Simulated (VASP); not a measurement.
Write the native input for VASP 6.6.1 that does the following.

```yaml
Task: single point
Functional: PBE
Potentials_or_basis: VASP PAW PBE potentials, release 64 (Cu)
Cutoff: 520 eV
k_mesh: 22 × 22 × 22
Occupations: gaussian, width 0.15 eV
Spin: no spin polarisation
Dipole_correction: no
Further_INCAR_settings: ALGO = Fast; EDIFF = 1e-06; NBANDS = 12
```

The structure of Cu lies in POSCAR:

```
Cu
1.0
    0.0000000000      1.9430625000      1.8075000000
    1.6719375000      0.0000000000      1.8075000000
    1.6719375000      1.9430625000      0.0000000000
Cu
1
Direct
    0.0000000000      0.0000000000      0.0000000000
```

This cell differs from its parent crystal: strain -0.0750 x Voigt [1, -1, 0, 0, 0, 0].

One way to write it, as run:

INCAR

```
SYSTEM = Cu
PREC     = Accurate       ! precision mode
ENCUT    = 520            ! plane-wave cutoff, eV
EDIFF    = 1E-6           ! SCF threshold, eV
ISMEAR   = 0              ! smearing method
SIGMA    = 0.15           ! smearing width, eV
LREAL    = .False.        ! projectors in reciprocal space
LASPH    = .True.         ! aspherical terms in the spheres
NELM     = 100            ! most SCF steps
ALGO     = Fast           ! electronic algorithm
ISIF     = 2              ! what is computed and relaxed
LWAVE    = .False.        ! write WAVECAR
LCHARG   = .False.        ! write CHGCAR
GGA      = PE             ! functional
NBANDS   = 12             ! bands
```

KPOINTS

```
Automatic mesh
0
Gamma
  22 22 22
  0 0 0
```

Potentials or basis: VASP PAW PBE potentials, release 64 (Cu).

Run with:

```console
$ cat potpaw_PBE.64/Cu/POTCAR > POTCAR
$ mpirun -np 1 vasp_std > vasp.out
```

It gave:

- Pressure: 4.0 GPa

Caveat: the cell differs from its parent crystal (strain -0.0750 x Voigt [1, -1, 0, 0, 0, 0]).

It took 6.5 min on 1 thread of AMD EPYC 7R13, on a shared host, peak memory 0.28 GiB.
